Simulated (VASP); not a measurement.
# TiPt3 in VASP: further runs

TiPt3 is run at these levels: PBEsol; tasks: electric field gradients.

All numbers are computed with VASP 6.6.1; they aren't measurements. Logs are shortened: lines on timing, memory, paths and dates and some standing lists are left out, and cuts for length are marked.

## 1. The cell of the first run

The structure is trigonal, space group R-3m (No. 166). Conventional cell: a = 5.539 Å, b = 5.539 Å, c = 6.682 Å, α = 90.00°, β = 90.00°, γ = 120.00°. Ti (site symmetry -3m) has 12 Pt at 2.74 to 2.77 Å within 3.6 Å. Within 3.6 Å of Pt (site symmetry 2/m) lie 4 Ti at 2.74 to 2.77 Å and 8 Pt at 2.74 to 2.77 Å.

## 2. Electric field gradients, PBEsol (equal xy, yz and zx shear strains of -1 %)

INCAR reads:

```
PREC = Accurate ; ENCUT = 520
EDIFF = 1E-8 ; ISMEAR = -1
SIGMA = 0.05 ; LREAL = False
LASPH = True ; NELM = 80
ALGO = Normal ; ISIF = 2
LWAVE = False ; LCHARG = False
GGA = PS ; LEFG = True
NBANDS = 29
```

KPOINTS reads:

```
Automatic mesh
0
Gamma
  9 9 9
```

POSCAR reads:

```
TiPt3
1.0
    3.8970000000     -0.0194850000     -0.0194850000
   -0.0194850000      3.8970000000     -0.0194850000
   -0.0194850000     -0.0194850000      3.8970000000
Ti Pt
1 3
Direct
    0.0000000000      0.0000000000      0.0000000000
    0.0000000000      0.5000000000      0.5000000000
    0.5000000000      0.0000000000      0.5000000000
    0.5000000000      0.5000000000      0.0000000000
```

Potentials or basis: VASP PAW PBE potentials, release 64 (Ti_sv, Pt).

Run with:

```sh
$ cat potpaw_PBE.64/Ti_sv/POTCAR potpaw_PBE.64/Pt/POTCAR > POTCAR
$ mpirun -np 1 vasp_std > vasp.out
```

OUTCAR:

```text
PREC = Accurate
   ENCUT = 520
   EDIFF = 1E-8
   ISMEAR = -1
   LREAL = False
   LASPH = True
   NELM = 80
   ISIF = 2
   GGA = PS

 ion  position               nearest neighbor table
   1  0.000  0.000  0.000-   2 2.74   3 2.74   4 2.74   2 2.74   3 2.74   4 2.74   4 2.77   2 2.77
                             3 2.77   4 2.77   3 2.77   2 2.77
   2  0.000  0.500  0.500-   1 2.74   3 2.74   4 2.74   1 2.74   4 2.74   3 2.74   3 2.77   1 2.77
                             3 2.77   4 2.77   4 2.77   1 2.77
   3  0.500  0.000  0.500-   1 2.74   2 2.74   4 2.74   4 2.74   1 2.74   2 2.74   4 2.77   1 2.77
                             1 2.77   2 2.77   4 2.77   2 2.77
   4  0.500  0.500  0.000-   1 2.74   2 2.74   3 2.74   3 2.74   2 2.74   1 2.74   3 2.77   2 2.77
                             1 2.77   2 2.77   3 2.77   1 2.77

  LATTYP: Found a trigonal (rhomboedric) cell.
 ALAT       =     3.8970974238
 COS(alpha) =    -0.0099745013

  Lattice vectors:

 A1 = (   3.8970000000,  -0.0194850000,  -0.0194850000)
 A2 = (  -0.0194850000,   3.8970000000,  -0.0194850000)
 A3 = (  -0.0194850000,  -0.0194850000,   3.8970000000)

Analysis of symmetry for initial positions (statically):
=====================================================================
 Subroutine PRICEL returns:
 Original cell was already a primitive cell.

 Routine SETGRP: Setting up the symmetry group for a
 trigonal (rhombohedral) supercell.

 Subroutine GETGRP returns: Found 12 space group operations
 (whereof 12 operations were pure point group operations)
 out of a pool of 12 trial point group operations.

The static configuration has the point symmetry D_3d.

Analysis of symmetry for dynamics (positions and initial velocities):
=====================================================================
 Subroutine PRICEL returns:
 Original cell was already a primitive cell.

 Routine SETGRP: Setting up the symmetry group for a
 trigonal (rhombohedral) supercell.

 Subroutine GETGRP returns: Found 12 space group operations
 (whereof 12 operations were pure point group operations)
 out of a pool of 12 trial point group operations.

The dynamic configuration has the point symmetry D_3d.

 Subroutine INISYM returns: Found 12 space group operations
 (whereof 12 operations are pure point group operations),
 and found     1 'primitive' translations

----------------------------------------------------------------------------------------

                                     Primitive cell

  volume of cell :      59.1778

  direct lattice vectors                    reciprocal lattice vectors
     3.897000000 -0.019485000 -0.019485000     0.256620542  0.001289550  0.001289550
    -0.019485000  3.897000000 -0.019485000     0.001289550  0.256620542  0.001289550
    -0.019485000 -0.019485000  3.897000000     0.001289550  0.001289550  0.256620542

  length of vectors
     3.897097424  3.897097424  3.897097424     0.256627022  0.256627022  0.256627022

  position of ions in fractional coordinates (direct lattice)
     0.000000000  0.000000000  0.000000000
     1.000000000  0.500000000  0.500000000
     0.500000000  1.000000000  0.500000000
     0.500000000  0.500000000  1.000000000

  ion indices of the primitive-cell ions
   primitive index   ion index
                 1           1
                 2           2
                 3           3
                 4           4

----------------------------------------------------------------------------------------

 KPOINTS: Automatic mesh

Automatic generation of k-mesh.
 Grid dimensions read from file:
 generate k-points for:    9    9    9

 Generating k-lattice:

  Cartesian coordinates                     Fractional coordinates (reciprocal lattice)
     0.028513394  0.000143283  0.000143283     0.111111111 -0.000000000 -0.000000000
[... 42 lines left out ...]
   number of dos      NEDOS =    301   number of ions     NIONS =      4
   total plane-waves  NPLWV =  27000
   dimension x,y,z NGX =    30 NGY =   30 NGZ =   30
   dimension x,y,z NGXF=    60 NGYF=   60 NGZF=   60
   ions per type =               1   3
   NGX,Y,Z   is equivalent  to a cutoff of  12.80, 12.80, 12.80 a.u.
   NGXF,Y,Z  is equivalent  to a cutoff of  25.60, 25.60, 25.60 a.u.
 SYSTEM =  unknown system
   PREC   = accura    normal or accurate (medium, high low for compatibility)
   ISTART =      0    job   : 0-new  1-cont  2-samecut
   ICHARG =      2    charge: 1-file 2-atom 10-const
   ISPIN  =      1    spin polarized calculation?
   LNONCOLLINEAR =      F non collinear calculations
   LSORBIT =      F    spin-orbit coupling
   LASPH  =      T    aspherical Exc in radial PAW
   ENCUT  =  520.0 eV  38.22 Ry    6.18 a.u.   7.25  7.25  7.25*2*pi/ulx,y,z
   NELM   =     80;   NELMIN=  2; NELMDL= -5     # of ELM steps
   EDIFF  = 0.1E-07   stopping-criterion for ELM
   LREAL  =      F    real-space projection
   EDIFFG = 0.1E-06   stopping-criterion for IOM
   NSW    =      0    number of steps for IOM
   IBRION =     -1    ionic relax: 0-MD 1-quasi-New 2-CG
   NFREE  =      0    steps in history (QN), initial steepest desc. (CG)
   ISIF   =      2    stress and relaxation
   ISYM   =      2    0-nonsym 1-usesym 2-fastsym
   POTIM  = 0.5000    time-step for ionic-motion
   TEBEG  =    0.0;   TEEND  =   0.0 temperature during run
   PSTRESS=    0.0 pullay stress
   NELECT =      42.0000    total number of electrons
   NUPDOWN=      -1.0000    fix difference up-down
   EMIN   =  10.00;   EMAX   =-10.00  energy-range for DOS
   EFERMI =   0.00;   METHOD = LEGACY
   ISMEAR =    -1;   SIGMA  =   0.05  broadening in eV -4-tet -1-fermi 0-gaus
   EFERMI_NEDOS =   21; number of points for ismear=-14 and -15
   IALGO  =     38    algorithm
   IMIX   =      4    mixing-type and parameters
     AMIX     =   0.40;   BMIX     =  1.00
     AMIX_MAG =   1.60;   BMIX_MAG =  1.00
  volume/ion in A,a.u.               =      14.79        99.84
  Fermi-wavevector in a.u.,A,eV,Ry     =   1.460288  2.759544 29.013608  2.132440
  Thomas-Fermi vector in A             =   2.576755
   LORBIT       =      0    0 simple, 1 ext, 2 COOP (PROOUT), +10 PAW based schemes
   GGA     = PS    functional components
   LHFCALC =     F    Hartree Fock is set to
   AEXX    =    0.0000 exact exchange contribution
   IVDW    =     0    specifies the selected vdW correction
   LEPSILON=     F    determine dielectric tensor
   LRPA    =     F    only Hartree local field effects (RPA)
 non-spin polarized calculation
  energy-cutoff  :      520.00
  volume of cell :       59.18
 maximum number of plane-waves:      1608
 NGX is ok and might be reduce to    30
   NGX = 15   NGY = 15   NGZ = 15

 number of electron      41.9999997 magnetization

 Free energy of the ion-electron system (eV)
  ---------------------------------------------------
  ext. energy  EPLUGINS =         0.00000000
  ---------------------------------------------------
  free energy    TOTEN  =       -32.75614060 eV

  energy without entropy =      -32.74410735  energy(sigma->0) =      -32.75012397

 E-fermi :  11.7158     XC(G=0): -13.4233

 val. band max:       11.7046228048   @ k =   0.4444   0.1111   0.1111
 cond. band min:      11.7338638874   @ k =  -0.4444   0.1111   0.1111
 fundamental gap:      0.0292410826
 Fermi energy:        11.7157880167

 k-point     1 :       0.0000    0.0000    0.0000
  band No.  band energies     occupation
      1     -46.2337      2.00000
      2     -22.5561      2.00000
      3     -22.5561      2.00000
      4     -22.5520      2.00000
      5       1.4173      2.00000
      6       4.2521      2.00000
[... 757 lines left out ...]
     28      15.1976      0.00000
     29      21.6066      0.00000

 [... further k-points ...]
[... 5 lines left out ...]
  --------------------------------------------------------------------------------------
  -------------------------------------------------------------------------------------
  Total        0.1270974      0.1270974      0.1270974      0.5663887      0.5663887      0.5663887
  in kB        3.4410316      3.4410316      3.4410316     15.3343932     15.3343932     15.3343932
  external PRESSURE =       3.4410316 kB  Pullay stress =       0.0000000 kB

 VOLUME and BASIS-vectors are now :
 -----------------------------------------------------------------------------
  energy-cutoff  :      520.00
  volume of cell :       59.18
      direct lattice vectors                 reciprocal lattice vectors
     3.897000000 -0.019485000 -0.019485000     0.256620542  0.001289550  0.001289550
    -0.019485000  3.897000000 -0.019485000     0.001289550  0.256620542  0.001289550
    -0.019485000 -0.019485000  3.897000000     0.001289550  0.001289550  0.256620542

 POSITION                                       TOTAL-FORCE (eV/Angst)
 -----------------------------------------------------------------------------------
      0.00000      0.00000      0.00000         0.000000      0.000000     -0.000000
     -0.01948      1.93876      1.93876        -0.000000     -0.000000      0.000000
      1.93876     -0.01948      1.93876        -0.000000      0.000000     -0.000000
      1.93876      1.93876     -0.01948         0.000000     -0.000000     -0.000000
 -----------------------------------------------------------------------------------
    total drift:                                0.000000      0.000000     -0.000000

  FREE ENERGIE OF THE ION-ELECTRON SYSTEM (eV)
  ---------------------------------------------------
  free  energy   TOTEN  =       -32.7561406031 eV

  energy  without entropy=      -32.7441073450  energy(sigma->0) =      -32.75012397

 Electric field gradients (V/A^2)
---------------------------------------------------------------------
 ion       V_xx      V_yy      V_zz      V_xy      V_xz      V_yz
---------------------------------------------------------------------
   1      -0.000    -0.000    -0.000    -1.754    -1.754    -1.754
   2     -66.843    33.422    33.422   -15.699   -15.699     0.043
   3      33.422   -66.843    33.422   -15.699     0.043   -15.699
   4      33.422    33.422   -66.843     0.043   -15.699   -15.699
---------------------------------------------------------------------

 Electric field gradients after diagonalization (V/A^2)
 (convention: |V_zz| > |V_xx| > |V_yy|)
----------------------------------------------------------------------
 ion       V_xx      V_yy      V_zz     asymmetry (V_yy - V_xx)/ V_zz
----------------------------------------------------------------------
   1       1.754     1.754    -3.508       0.000
   2      38.159    33.379   -71.538       0.067
   3      38.159    33.379   -71.538       0.067
   4      38.159    33.379   -71.538       0.067
----------------------------------------------------------------------

           NMR quadrupolar parameters

 Cq : quadrupolar parameter    Cq=e*Q*V_zz/h
 eta: asymmetry parameters     (V_yy - V_xx)/ V_zz
 Q  : nuclear electric quadrupole moment in mb (millibarn)
----------------------------------------------------------------------
 ion       Cq(MHz)       eta       Q (mb)
----------------------------------------------------------------------
   1      -0.008       0.000       1.000
   2      -0.173       0.067       1.000
   3      -0.173       0.067       1.000
   4      -0.173       0.067       1.000
----------------------------------------------------------------------
```

It took 72 s on 1 thread of Intel Xeon 6975P-C (Granite Rapids), shared host; peak memory 0.26 GiB.

Results:

- Free energy: -32.7561 eV
- Pressure: 0.3 GPa
- Band gap on the k mesh: zero (band 21 reaches 13.11 eV, above the bottom of band 22 at 11.59 eV)

Electric field gradients, principal values (V/Å²):
| atom | least | middle | greatest (by size) |
| --- | --- | --- | --- |
| 1 Ti | 1.754 | 1.754 | -3.508 |
| 2 Pt | 33.379 | 38.159 | -71.538 |
| 3 Pt | 33.379 | 38.159 | -71.538 |
| 4 Pt | 33.379 | 38.159 | -71.538 |

Caveat: the cell differs from its parent crystal (equal xy, yz and zx shear strains of -1 %); without QUAD_EFG the Cq values of the log hold for a quadrupole moment of 1 mb, not for the nuclei; the PAW data sets were made with another functional, which shifts forces and pressure a little; spin-orbit coupling is left out, which moves the levels of the heavy elements.

[end of part 1 of 3]
